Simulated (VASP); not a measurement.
MnS:

```
Mn S
1.0
     3.97600    0.00000    0.00000
    -1.98800    3.44332    0.00000
     0.00000    0.00000    6.43200
Mn S
2 2
Direct
  0.33333 0.66667 0.00000
  0.66667 0.33333 0.50000
  0.33333 0.66667 0.38500
  0.66667 0.33333 0.88500
```

Base run:

```yaml
Program: VASP 6.6.1
Functional: PBE
Potentials_or_basis: VASP PAW PBE potentials, release 64 (Mn_pv, S)
Cutoff: 520 eV
k_mesh: 6 × 6 × 3
Occupations: gaussian, width 0.05 eV
Spin: collinear spin, ferrimagnetic start
Starting_moments: "[4.13, 4.13, -0.27, -0.27] μB"
Fixed_moment: 7.5 μB
Hubbard_terms: Mn d U = 5.0 eV
```

Its results: pressure -3.2 GPa; site moments Mn +4.02; S -0.23 μB; largest force 0.091 eV/Å.

The run is repeated on the same cell with these changes: potentials or basis from VASP PAW PBE potentials, release 64 (Mn_pv, S) to VASP PAW PBE potentials, release 64 (Mn_sv, S); cutoff from 520 eV to 600 eV; further incar settings from ALGO = Normal; EDIFF = 1e-07; NBANDS = 31 to ALGO = Normal; EDIFF = 1e-06; NBANDS = 33; valence electrons from 38 to 42. What comes out?

Pressure -4.6 GPa; site moments Mn +3.91; S -0.21 μB; largest force 0.108 eV/Å.

Caveats: the total moment is fixed, so each spin has its own Fermi level.
